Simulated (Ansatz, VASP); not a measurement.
MgS: VASP beside Ansatz

INCAR

```
PREC = Accurate ; ENCUT = 600
EDIFF = 1E-6 ; ISMEAR = 0
SIGMA = 0.1 ; LREAL = False
LASPH = True ; NELM = 120
ALGO = Normal ; ISIF = 2
LWAVE = False ; LCHARG = False
GGA = CA ; NBANDS = 11
GGA_COMPAT = False
```

File KPOINTS:

```
Automatic mesh
0
Gamma
  6 6 6
```

Contents of POSCAR:

```
MgS
1.0
    0.0000000000      2.6043975556      2.6043975556
    2.6043975556      0.0000000000      2.6043975556
    2.6043975556      2.6043975556      0.0000000000
Mg S
1 1
Direct
    0.0000000000      0.0000000000      0.0000000000
    0.5000000000      0.5000000000      0.5000000000
```

Input for Ansatz:

```yaml
crystal:
  lattice:
    - [0.0, 2.6043975556, 2.6043975556]
    - [2.6043975556, 0.0, 2.6043975556]
    - [2.6043975556, 2.6043975556, 0.0]
  atoms:
    - { symbol: Mg, position: [0.0, 0.0, 0.0] }
    - { symbol: S, position: [0.5, 0.5, 0.5] }
basis:
  ecutwfc: 420
kpoints:
  mp_grid: { grid: [6, 6, 6] }
hamiltonian:
  xc: lda
scf:
  occupations: { method: gaussian, width: 0.1 }
output:
  forces: true
  stress: true
  eigenvalues: true
```

Alike in both runs: task single point; functional LDA; k mesh 6 × 6 × 6; occupations gaussian, width 0.1 eV; no spin polarisation.

|  | VASP | Ansatz |
| --- | --- | --- |
| version | VASP 6.6.1 | Ansatz 0.2.0 |
| potentials or method | VASP PAW LDA potentials, release 64 (Mg, S), cutoff 600 eV | scalar-relativistic, plane waves, PAW |
| valence electrons in the cell | 8 | 16 |

Ansatz gave:

```
gap on the k mesh at the Fermi level (eV) : 2.55
least direct gap on the mesh (eV)         : 3.46
pressure (GPa)                            : -3.5
```

Question: What did VASP give for the same quantities?

Answer: gap on the k mesh at the Fermi level (eV): 2.55; least direct gap on the mesh (eV): 3.47; pressure (GPa): -4.0.

LDA's correlation is that of Perdew and Zunger in VASP and of Perdew and Wang (1992) in Ansatz. VASP's potentials hold 8 valence electrons a cell and Ansatz's 16, so a difference there can come from the potentials and not from the codes.
